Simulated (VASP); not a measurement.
Input of a VASP 6.6.1 run:

Contents of INCAR:

```
PREC     = Accurate       # precision mode
ENCUT    = 600            # plane-wave cutoff, eV
EDIFF    = 1E-6           # SCF threshold, eV
ISMEAR   = 0              # smearing method
SIGMA    = 0.1            # smearing width, eV
LREAL    = False          # projectors in reciprocal space
LASPH    = True           # aspherical terms in the spheres
NELM     = 150            # most SCF steps
ALGO     = Normal         # electronic algorithm
ISIF     = 3              # what is computed and relaxed
LWAVE    = False          # write WAVECAR
LCHARG   = False          # write CHGCAR
ISPIN    = 2              # spin polarisation
MAGMOM   = 2 0 0 0 0 0 0 0 0 # initial moments
LORBIT   = 11             # projections on sites
LMAXMIX  = 4              # l up to which the mixer works
GGA      = PE             # functional
IBRION   = 2              # ionic algorithm
NSW      = 90             # ionic steps
EDIFFG   = -0.04          # ionic threshold
```

Contents of KPOINTS:

```
Automatic mesh
0
Gamma
  4 4 4
```

The input POSCAR:

```
VSi6Ru2
1.0
    0.0000000000      3.7643341000      3.7643341000
    3.7643341000      0.0000000000      3.7643341000
    3.7643341000      3.7643341000      0.0000000000
V Si Ru
1 6 2
Direct
    0.0000000000      0.0000000000      0.0000000000
    0.7461645600      0.7461645600      0.2538354400
    0.2538354400      0.7461645600      0.2538354400
    0.7461645600      0.2538354400      0.2538354400
    0.2538354400      0.2538354400      0.7461645600
    0.7461645600      0.2538354400      0.7461645600
    0.2538354400      0.7461645600      0.7461645600
    0.7500000000      0.7500000000      0.7500000000
    0.2500000000      0.2500000000      0.2500000000
```

Potentials or basis: VASP PAW PBE potentials, release 64 (V_sv, Si, Ru_pv).

Command:

```console
$ cat potpaw_PBE.64/V_sv/POTCAR potpaw_PBE.64/Si/POTCAR potpaw_PBE.64/Ru_pv/POTCAR > POTCAR
$ mpirun -np 1 vasp_std > vasp.out
```

**Question.** What does it give for the relaxed cell?

**Answer.** a = 5.689 Å, b = 5.689 Å, c = 5.689 Å, α = 60.00°, β = 60.00°, γ = 60.00°.

**Question.** Estimate the net moment.

**Answer.** -1.34 μB per cell.

**Question.** What does it give for the site moments?

**Answer.** V -0.19; Si -0.02; Ru -0.46 μB.

Final structure:
```xyz
9
Lattice="0.0000 4.0230 4.0230 4.0230 0.0000 4.0230 4.0230 4.0230 0.0000" Properties=species:S:1:pos:R:3 pbc="T T T"
V     0.0000    0.0000    0.0000
Si    4.0230    4.0230    5.7551
Si    4.0230    2.2909    4.0230
Si    2.2909    4.0230    4.0230
Si    4.0230    4.0230    2.2909
Si    4.0230    5.7551    4.0230
Si    5.7551    4.0230    4.0230
Ru    6.0345    6.0345    6.0345
Ru    2.0115    2.0115    2.0115
```

Caveat: the k points lie up to 0.34 Å⁻¹ apart in the final cell.
